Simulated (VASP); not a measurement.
LiF:

```
CELL_PARAMETERS angstrom
3.08105 0.00000 0.00000
-1.54053 2.66827 0.00000
0.00000 0.00000 4.78523
ATOMIC_POSITIONS crystal
Li 0.33333 0.66667 0.38244
Li 0.66667 0.33333 0.88244
F 0.33333 0.66667 0.99256
F 0.66667 0.33333 0.49256
```

Base run:

| Item | Value |
| --- | --- |
| Program | VASP 6.6.1 |
| Functional | r2SCAN |
| Dispersion | rVV10 |
| Potentials or basis | VASP PAW PBE potentials, release 64 (Li_sv, F) |
| Cutoff | 520 eV |
| k mesh | 6 × 6 × 4 |
| Occupations | gaussian, width 0.01 eV |
| Spin | no spin polarisation |

Its results: band gap on the k mesh 8.58 eV.

Question: The run is repeated on the same cell with these changes: dispersion from rVV10 to D4; further incar settings from ALGO = Normal; EDIFF = 1e-07; NBANDS = 18 to ALGO = Normal; EDIFF = 1e-06; NBANDS = 18. What comes out?

Answer: Band gap on the k mesh 8.68 eV.

A k mesh can miss the band edges.
